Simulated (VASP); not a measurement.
Wanted: the native input for a VASP 6.6.1 run.

```
Task                   : single point
Functional             : PBE
Potentials or basis    : VASP PAW PBE potentials, release 64 (Mg, O)
Cutoff                 : 520 eV
k mesh                 : 10 × 10 × 10
Occupations            : fermi-dirac, width 0.1 eV
Spin                   : no spin polarisation
Dipole correction      : no
Further INCAR settings : ALGO = Normal; EDIFF = 1e-06; NBANDS = 11
```

The structure of MgO lies in POSCAR:

```
MgO
1.0
    0.0000000000      2.1269453486      2.1269453486
    2.1269453486      0.0000000000      2.1269453486
    2.1269453486      2.1269453486      0.0000000000
Mg O
1 1
Direct
    0.0000000000      0.0000000000      0.0000000000
    0.5000000000      0.5000000000      0.5000000000
```

These files were run (other wordings do the same):

INCAR

```
SYSTEM = MgO
PREC = Accurate
ENCUT = 520
EDIFF = 1E-6
ISMEAR = -1
SIGMA = 0.1
LREAL = .False.
LASPH = .True.
NELM = 100
ALGO = Normal
ISIF = 2
LWAVE = .False.
LCHARG = .True.
GGA = PE
LELF = .True.
LVHAR = .True.
NBANDS = 11
```

KPOINTS

```
regular mesh
0
Gamma
  10 10 10
  0 0 0
```

Potentials or basis: VASP PAW PBE potentials, release 64 (Mg, O).

Run with:

```console
$ cat potpaw_PBE.64/Mg/POTCAR potpaw_PBE.64/O/POTCAR > POTCAR
$ mpirun -np 1 vasp_std > vasp.out
```

It gave:

```
Pressure               : -0.8 GPa
Band gap on the k mesh : 4.44 eV, direct
```

Wall time 7.3 s on 1 thread of Intel Xeon 6975P-C, with other jobs on the host, peak memory 0.14 GiB.
